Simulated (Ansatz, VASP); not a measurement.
**Two plane-wave programs on Mg**

```
Mg
1.0
     3.19531    0.00000    0.00000
    -1.59766    2.76722    0.00000
     0.00000    0.00000    5.18794
Mg
2
Direct
  0.33333 0.66667 0.25000
  0.66667 0.33333 0.75000
```

Alike in both runs: task single point; functional PBE; k mesh 11 × 11 × 6; occupations methfessel-paxton of order 1, width 0.3 eV; no spin polarisation.

|  | VASP | Ansatz |
| --- | --- | --- |
| version | VASP 6.6.1 | Ansatz 0.2.0 |
| potentials or method | VASP PAW PBE potentials, release 64 (Mg), cutoff 520 eV | plane waves (420 eV) with PAW, scalar-relativistic |
| valence electrons in the cell | 4 | 20 |

|  | VASP | Ansatz | Ansatz less VASP |
| --- | --- | --- | --- |
| pressure (GPa) | -0.2 | 0.0 | +0.13 |

VASP's potentials hold 4 valence electrons a cell and Ansatz's 20, so a difference there can come from the potentials and not from the codes.
